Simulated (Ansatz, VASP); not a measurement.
Two plane-wave programs on ScIr

```xyz
2
Lattice="3.2286 0.0000 0.0000 0.0000 3.2286 0.0000 0.0000 0.0000 3.2286" Properties=species:S:1:pos:R:3 pbc="T T T"
Sc    1.6143    1.6143    1.6143
Ir    0.0000    0.0000    0.0000
```

Alike in both runs: task relaxation of cell and atoms; functional LDA; k mesh 14 × 14 × 14; occupations gaussian, width 0.1 eV; no spin polarisation.

|  | VASP | Ansatz |
| --- | --- | --- |
| version | VASP 6.6.1 | Ansatz 0.2.0 |
| potentials or method | VASP PAW LDA potentials, release 64 (Sc_sv, Ir_sv_GW), cutoff 500 eV | scalar-relativistic, plane waves, PAW |
| valence electrons in the cell | 28 | 28 |

|  | VASP | Ansatz | Ansatz less VASP |
| --- | --- | --- | --- |
| gap on the k mesh at the Fermi level, each at its own relaxed structure (eV) | none | none | - |
| relaxed volume (Å³/atom) | 15.79 | 15.80 | +0.010 |
| relaxed cell length with the largest relative difference (Å) | 3.161 | 3.162 | +0.0007 |

LDA's correlation is that of Perdew and Zunger in VASP and of Perdew and Wang (1992) in Ansatz. A gap of «none» marks a metal or a gap that the smearing closes.

Spin-orbit coupling is off throughout.
